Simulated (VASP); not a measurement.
# CaO (Cmcm) in VASP: notebook, part 3 of 3

VASP 6.6.1.

**5. Single point, PBE**

This run uses another cell than the first one, of the same volume but with other edges.

INCAR

```
SYSTEM = CaO
PREC = Accurate
ENCUT = 520
EDIFF = 1E-6
ISMEAR = 0
SIGMA = 0.05
LREAL = .False.
LASPH = .True.
NELM = 80
ALGO = Normal
ISIF = 2
LWAVE = .False.
LCHARG = .True.
GGA = PE
LELF = .True.
LVHAR = .True.
NBANDS = 24
```

KPOINTS

```
Automatic mesh
0
Gamma
  9 9 6
  0 0 0
```

POSCAR

```
CaO
1.0
    3.5375287837      0.0000000000      0.0000000000
   -1.7687643919      3.8265826665      0.0000000000
    0.0000000000      0.0000000000      4.8717016612
Ca O
2 2
Direct
    0.3333333333      0.6666666667      0.7500000000
    0.6666666667      0.3333333333      0.2500000000
    0.3333333333      0.6666666667      0.2500000000
    0.6666666667      0.3333333333      0.7500000000
```

Potentials or basis: VASP PAW PBE potentials, release 64 (Ca_sv, O).

Run with:

```bash
$ cat potpaw_PBE.64/Ca_sv/POTCAR potpaw_PBE.64/O/POTCAR > POTCAR
$ mpirun -np 1 vasp_std > vasp.out
```

OUTCAR:

```text
SYSTEM = CaO
   PREC = Accurate
   ENCUT = 520
   EDIFF = 1E-6
   ISMEAR = 0
   LREAL = .False.
   LASPH = .True.
   NELM = 80
   ISIF = 2
   GGA = PE

 ion  position               nearest neighbor table
   1  0.333  0.667  0.750-   4 2.18   4 2.18   3 2.44   3 2.44   4 2.55
   2  0.667  0.333  0.250-   3 2.18   3 2.18   4 2.44   4 2.44   3 2.55
   3  0.333  0.667  0.250-   2 2.18   2 2.18   1 2.44   1 2.44   2 2.55
   4  0.667  0.333  0.750-   1 2.18   1 2.18   2 2.44   2 2.44   1 2.55

  LATTYP: Found a base centered orthorhombic cell.
 ALAT       =     3.5375287837
 B/A-ratio  =     2.1634213602
 C/A-ratio  =     1.3771482747

  Lattice vectors:

 A1 = (   1.7687643919,  -3.8265826665,   0.0000000000)
 A2 = (   1.7687643918,   3.8265826665,   0.0000000000)
 A3 = (   0.0000000000,   0.0000000000,   4.8717016612)

Analysis of symmetry for initial positions (statically):
=====================================================================
 Subroutine PRICEL returns:
 Original cell was already a primitive cell.

 Routine SETGRP: Setting up the symmetry group for a
 base centered orthorhombic supercell.

 Subroutine GETGRP returns: Found  8 space group operations
 (whereof  4 operations were pure point group operations)
 out of a pool of  8 trial point group operations.

The static configuration has the point symmetry C_2h.
 The point group associated with its full space group is D_2h.

Analysis of symmetry for dynamics (positions and initial velocities):
=====================================================================
 Subroutine PRICEL returns:
 Original cell was already a primitive cell.

 Routine SETGRP: Setting up the symmetry group for a
 base centered orthorhombic supercell.

 Subroutine GETGRP returns: Found  8 space group operations
 (whereof  4 operations were pure point group operations)
 out of a pool of  8 trial point group operations.

The dynamic configuration has the point symmetry C_2h.
 The point group associated with its full space group is D_2h.

 Subroutine INISYM returns: Found  8 space group operations
 (whereof  4 operations are pure point group operations),
 and found     1 'primitive' translations

----------------------------------------------------------------------------------------

                                     Primitive cell

  volume of cell :      65.9465

  direct lattice vectors                    reciprocal lattice vectors
     3.537528784  0.000000000  0.000000000     0.282683212  0.130664889  0.000000000
    -1.768764392  3.826582666  0.000000000     0.000000000  0.261329778  0.000000000
     0.000000000  0.000000000  4.871701661     0.000000000  0.000000000  0.205267085

  length of vectors
     3.537528784  4.215597511  4.871701661     0.311421116  0.261329778  0.205267085

  position of ions in fractional coordinates (direct lattice)
     0.333333333  0.666666667  0.750000000
     0.666666667  0.333333333  0.250000000
     0.333333333  0.666666667  0.250000000
     0.666666667  0.333333333  0.750000000

  ion indices of the primitive-cell ions
   primitive index   ion index
                 1           1
                 2           2
                 3           3
                 4           4

----------------------------------------------------------------------------------------

 KPOINTS: Automatic mesh

Automatic generation of k-mesh.
 Grid dimensions read from file:
 generate k-points for:    9    9    6

 Generating k-lattice:

  Cartesian coordinates                     Fractional coordinates (reciprocal lattice)
     0.031409246  0.014518321  0.000000000     0.111111111  0.000000000  0.000000000
     0.000000000  0.029036642  0.000000000     0.000000000  0.111111111  0.000000000
     0.000000000  0.000000000  0.034211181     0.000000000  0.000000000  0.166666667

  Length of vectors
     0.034602346  0.029036642  0.034211181

  Shift w.r.t. Gamma in fractional coordinates (k-lattice)
     0.000000000  0.000000000  0.000000000

 Subroutine IBZKPT returns following result:
 ===========================================

 Found    100 irreducible k-points:

 Following reciprocal coordinates:
            Coordinates               Weight
  0.000000  0.000000  0.000000      1.000000
  0.111111 -0.000000  0.000000      4.000000
  0.222222 -0.000000  0.000000      4.000000
  0.333333 -0.000000  0.000000      4.000000
  0.444444 -0.000000  0.000000      4.000000
  0.000000  0.111111  0.000000      2.000000
[... 16 lines left out ...]
  0.333333  0.333333  0.000000      2.000000
  0.000000  0.444444  0.000000      2.000000
 [... further k-points ...]
   k-points           NKPTS =    100   k-points in BZ     NKDIM =    100   number of bands    NBANDS=     24
   number of dos      NEDOS =    301   number of ions     NIONS =      4
   total plane-waves  NPLWV =  32256
   dimension x,y,z NGX =    28 NGY =   32 NGZ =   36
   dimension x,y,z NGXF=    56 NGYF=   64 NGZF=   72
   ions per type =               2   2
   NGX,Y,Z   is equivalent  to a cutoff of  13.16, 12.62, 12.28 a.u.
   NGXF,Y,Z  is equivalent  to a cutoff of  26.32, 25.24, 24.57 a.u.
 SYSTEM =  CaO
   PREC   = accura    normal or accurate (medium, high low for compatibility)
   ISTART =      0    job   : 0-new  1-cont  2-samecut
   ICHARG =      2    charge: 1-file 2-atom 10-const
   ISPIN  =      1    spin polarized calculation?
   LNONCOLLINEAR =      F non collinear calculations
   LSORBIT =      F    spin-orbit coupling
   LASPH  =      T    aspherical Exc in radial PAW
   ENCUT  =  520.0 eV  38.22 Ry    6.18 a.u.   6.58  7.84  9.06*2*pi/ulx,y,z
   NELM   =     80;   NELMIN=  2; NELMDL= -5     # of ELM steps
   EDIFF  = 0.1E-05   stopping-criterion for ELM
   LREAL  =      F    real-space projection
   EDIFFG = 0.1E-04   stopping-criterion for IOM
   NSW    =      0    number of steps for IOM
   IBRION =     -1    ionic relax: 0-MD 1-quasi-New 2-CG
   NFREE  =      0    steps in history (QN), initial steepest desc. (CG)
   ISIF   =      2    stress and relaxation
   ISYM   =      2    0-nonsym 1-usesym 2-fastsym
   POTIM  = 0.5000    time-step for ionic-motion
   TEBEG  =    0.0;   TEEND  =   0.0 temperature during run
   PSTRESS=    0.0 pullay stress
   NELECT =      32.0000    total number of electrons
   NUPDOWN=      -1.0000    fix difference up-down
   EMIN   =  10.00;   EMAX   =-10.00  energy-range for DOS
   EFERMI =   0.00;   METHOD = LEGACY
   ISMEAR =     0;   SIGMA  =   0.05  broadening in eV -4-tet -1-fermi 0-gaus
   EFERMI_NEDOS =   21; number of points for ismear=-14 and -15
   IALGO  =     38    algorithm
   IMIX   =      4    mixing-type and parameters
     AMIX     =   0.40;   BMIX     =  1.00
     AMIX_MAG =   1.60;   BMIX_MAG =  1.00
  volume/ion in A,a.u.               =      16.49       111.26
  Fermi-wavevector in a.u.,A,eV,Ry     =   1.286454  2.431045 22.517148  1.654964
  Thomas-Fermi vector in A             =   2.418527
   LORBIT       =      0    0 simple, 1 ext, 2 COOP (PROOUT), +10 PAW based schemes
   GGA     = PE    functional components
   LHFCALC =     F    Hartree Fock is set to
   AEXX    =    0.0000 exact exchange contribution
   IVDW    =     0    specifies the selected vdW correction
   LEPSILON=     F    determine dielectric tensor
   LRPA    =     F    only Hartree local field effects (RPA)
 non-spin polarized calculation
 Gauss-broadening in eV      SIGMA  =   0.05
  energy-cutoff  :      520.00
  volume of cell :       65.95
 maximum number of plane-waves:      1798
   NGX = 13   NGY = 15   NGZ = 19

 number of electron      31.9999998 magnetization

 Free energy of the ion-electron system (eV)
  ---------------------------------------------------
  ext. energy  EPLUGINS =         0.00000000
  ---------------------------------------------------
  free energy    TOTEN  =       -24.93464210 eV

  energy without entropy =      -24.93464210  energy(sigma->0) =      -24.93464210

 E-fermi :   1.5106     XC(G=0):  -9.4020

 val. band max:        1.2483214245   @ k =   0.0000   0.0000   0.0000
 cond. band min:       4.5428992884   @ k =   0.0000   0.0000   0.0000
 fundamental gap:      3.2945778639
 Fermi energy:         1.5106090149

 k-point     1 :       0.0000    0.0000    0.0000
  band No.  band energies     occupation
      1     -36.3110      2.00000
      2     -36.1843      2.00000
      3     -17.6545      2.00000
      4     -17.5023      2.00000
      5     -17.3817      2.00000
      6     -17.3352      2.00000
[... 637 lines left out ...]
     23       9.5053      0.00000
     24       9.5568      0.00000

 [... further k-points ...]
[... 5 lines left out ...]
  --------------------------------------------------------------------------------------
  -------------------------------------------------------------------------------------
  Total        5.5068440     -1.2987907     -0.4775295      0.0000000      0.0000000      0.0000000
  in kB      133.7893638    -31.5542589    -11.6016313      0.0000000      0.0000000      0.0000000
  external PRESSURE =      30.2111579 kB  Pullay stress =       0.0000000 kB

 VOLUME and BASIS-vectors are now :
 -----------------------------------------------------------------------------
  energy-cutoff  :      520.00
  volume of cell :       65.95
      direct lattice vectors                 reciprocal lattice vectors
     3.537528784  0.000000000  0.000000000     0.282683212  0.130664889  0.000000000
    -1.768764392  3.826582666  0.000000000     0.000000000  0.261329778  0.000000000
     0.000000000  0.000000000  4.871701661     0.000000000  0.000000000  0.205267085

 POSITION                                       TOTAL-FORCE (eV/Angst)
 -----------------------------------------------------------------------------------
     -0.00000      2.55106      3.65378        -0.000000      1.126439      0.000000
      1.76876      1.27553      1.21793         0.000000     -1.126439     -0.000000
     -0.00000      2.55106      1.21793        -0.000000      0.855893     -0.000000
      1.76876      1.27553      3.65378         0.000000     -0.855893      0.000000
 -----------------------------------------------------------------------------------
    total drift:                                0.000000     -0.000000     -0.000000

  FREE ENERGIE OF THE ION-ELECTRON SYSTEM (eV)
  ---------------------------------------------------
  free  energy   TOTEN  =       -24.9346421049 eV

  energy  without entropy=      -24.9346421049  energy(sigma->0) =      -24.93464210
```

Run time: 90 s. Hardware: 1 thread of AMD EPYC 9R45 (Zen 5), shared host; peak memory 0.24 GiB.

What came out:

| Item | Value |
| --- | --- |
| Free energy | -24.9346 eV |
| Pressure | 3.0 GPa |
| Largest force | 1.126 eV/Å |
| Band gap on the k mesh | 3.29 eV, direct |

Forces on the atoms (eV/Å):
```
Ca   0.000  1.126  0.000
Ca   0.000 -1.126  0.000
O    0.000  0.856  0.000
O    0.000 -0.856  0.000
```

Stress tensor (GPa, compression positive):
```
13.38  0.00  0.00
 0.00 -3.16  0.00
 0.00  0.00 -1.16
```

Caveat: the cell differs from its parent crystal (strain +e along x and -e along y -0.1100, strain +e along z and -e/2 along x and y +0.0133); forces of over 1 eV/Å act on the atoms, so gaps and moduli don't describe the material at rest. A k mesh can miss the band edges.

**6. Summary**

```tsv
cell	gap on the mesh (eV)	pressure (GPa)	largest force (eV/Å)
a = 3.484, b = 4.162, c = 5.000 Å, angles 90.0, 90.0, 114.7°, 4 atoms	3.38	3.7	1.30
a = 4.472, b = 3.830, c = 4.744 Å, angles 90.0, 90.0, 125.7°, 4 atoms	3.25	4.2	1.95
a = 4.365, b = 3.724, c = 5.000 Å, angles 90.0, 90.0, 125.9°, 4 atoms	3.47	5.0	2.51
a = 3.538, b = 4.216, c = 4.872 Å, angles 90.0, 90.0, 114.8°, 4 atoms	3.29	3.0	1.13
```

Alike in all rows: task single point; level PBE; potentials or basis VASP PAW PBE potentials, release 64 (Ca_sv, O); no spin polarisation; k mesh 9 × 9 × 6; cutoff (eV) 520; smearing gaussian 0.05 eV.

Caveats: forces of over 1 eV/Å act on the atoms, so gaps and moduli don't describe the material at rest.

Total energies depend on the potentials used, so only differences within one code and one set of settings carry meaning.
